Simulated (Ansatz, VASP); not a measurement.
One calculation of MgS, two programs

The input INCAR:

```
PREC     = Accurate       # precision mode
ENCUT    = 600            # plane-wave cutoff, eV
EDIFF    = 1E-6           # SCF threshold, eV
ISMEAR   = 0              # smearing method
SIGMA    = 0.01           # smearing width, eV
LREAL    = False          # projectors in reciprocal space
LASPH    = True           # aspherical terms in the spheres
NELM     = 120            # most SCF steps
ALGO     = Normal         # electronic algorithm
ISIF     = 2              # what is computed and relaxed
LWAVE    = False          # write WAVECAR
LCHARG   = False          # write CHGCAR
NBANDS   = 11             # bands
GGA_COMPAT= False
```

KPOINTS

```
regular mesh
0
Gamma
  6 6 6
```

The input POSCAR:

```
MgS
1.0
    0.0000000000      2.6015179373      2.6015179373
    2.6015179373      0.0000000000      2.6015179373
    2.6015179373      2.6015179373      0.0000000000
Mg S
1 1
Direct
    0.0000000000      0.0000000000      0.0000000000
    0.5000000000      0.5000000000      0.5000000000
```

Input for Ansatz:

```yaml
crystal:
  lattice:
    - [0.0, 2.6015179373, 2.6015179373]
    - [2.6015179373, 0.0, 2.6015179373]
    - [2.6015179373, 2.6015179373, 0.0]
  atoms:
    - { symbol: Mg, position: [0.0, 0.0, 0.0] }
    - { symbol: S, position: [0.5, 0.5, 0.5] }
kpoints:
  mp_grid: { grid: [6, 6, 6] }
hamiltonian:
  xc: lda
scf:
  occupations: { method: fixed }
  n_extra_bands: 4
output:
  forces: true
  stress: true
  eigenvalues: true
```

Alike in both runs: task single point; functional LDA; k mesh 6 × 6 × 6; no spin polarisation.

```csv
,VASP,Ansatz
version,VASP 6.6.1,Ansatz 0.2.0
potentials or method,"VASP PAW LDA potentials, release 64 (Mg, S)",plane waves
plane-wave cutoff (eV),600,420
occupations,"gaussian, width 0.01 eV",fixed
valence electrons in the cell,8,16
```

```csv
,VASP,Ansatz,Ansatz less VASP
gap on the k mesh at the Fermi level (eV),2.56,2.56,+0.002
pressure (GPa),-3.8,-3.2,+0.55
```

LDA's correlation is that of Perdew and Zunger in VASP and of Perdew and Wang (1992) in Ansatz. VASP's potentials hold 8 valence electrons a cell and Ansatz's 16, so a difference there can come from the potentials and not from the codes.
